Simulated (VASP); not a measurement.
Wanted: the native input for a VASP 6.6.1 run.

* Task: relaxation of cell and atoms
* Functional: PBEsol
* Potentials or basis: VASP PAW PBE potentials, release 64 (B, N)
* Cutoff: 600 eV
* k mesh: 10 × 10 × 4
* Occupations: gaussian, width 0.01 eV
* Spin: no spin polarisation
* Target pressure: 7 GPa
* Dipole correction: no
* Further INCAR settings: ALGO = Normal; EDIFF = 1e-07; IBRION = 2; EDIFFG = -0.002; NSW = 100; ISIF = 3

The structure of BN lies in POSCAR:

```
BN
1.0
    2.5043523884      0.0000000000      0.0000000000
   -1.2521761942      2.1688327884      0.0000000000
    0.0000000000      0.0000000000      7.0159738244
B N
2 2
Direct
    0.3333333333      0.6666666667      0.2500000000
    0.6666666667      0.3333333333      0.7500000000
    0.3333333333      0.6666666667      0.7500000000
    0.6666666667      0.3333333333      0.2500000000
```

The input as run:

INCAR

```
SYSTEM = BN
ALGO = Normal
EDIFF = 1E-7
EDIFFG = -0.002
ENCUT = 600
GGA = PS
IBRION = 2
ISIF = 3
ISMEAR = 0
LASPH = .TRUE.
LCHARG = .FALSE.
LREAL = .FALSE.
LWAVE = .FALSE.
NELM = 100
NSW = 100
PREC = Accurate
PSTRESS = 70.0
SIGMA = 0.01
```

KPOINTS

```
k-points
0
G
  10 10 4
  0 0 0
```

Potentials or basis: VASP PAW PBE potentials, release 64 (B, N).

Run with:

```sh
$ cat potpaw_PBE.64/B/POTCAR potpaw_PBE.64/N/POTCAR > POTCAR
$ mpirun -np 1 vasp_std > vasp.out
```

Results of the run:

| Item | Value |
| --- | --- |
| Relaxed volume | 7.87 Å³/atom |
| Relaxed cell | a = 2.492 Å, b = 2.492 Å, c = 5.852 Å, α = 90.00°, β = 90.00°, γ = 120.00° |
| Space group after relaxing (to 0.05 Å) | P6_3/mmc (No. 194) |
| Energy change on relaxing (the enthalpy is what falls) | +22.7 meV/atom |
| Ionic steps | 13 |
| Pressure after relaxing | 7.0 GPa |
| Band gap on the k mesh | 4.03 eV, indirect (least direct gap 4.24 eV) |

Caveat: the cell is relaxed towards a set pressure, so the enthalpy falls and the energy may rise; the volume moved by over 15 % at a fixed basis, so the end points are rough; the PAW data sets were made with another functional, which shifts forces and pressure a little; this functional lacks dispersion, which binds the layers, so the pressure and a relaxed spacing across them are unreliable.

It took 2.3 min on 1 thread of Intel Xeon 6975P-C (shared host), peak memory 0.16 GiB.
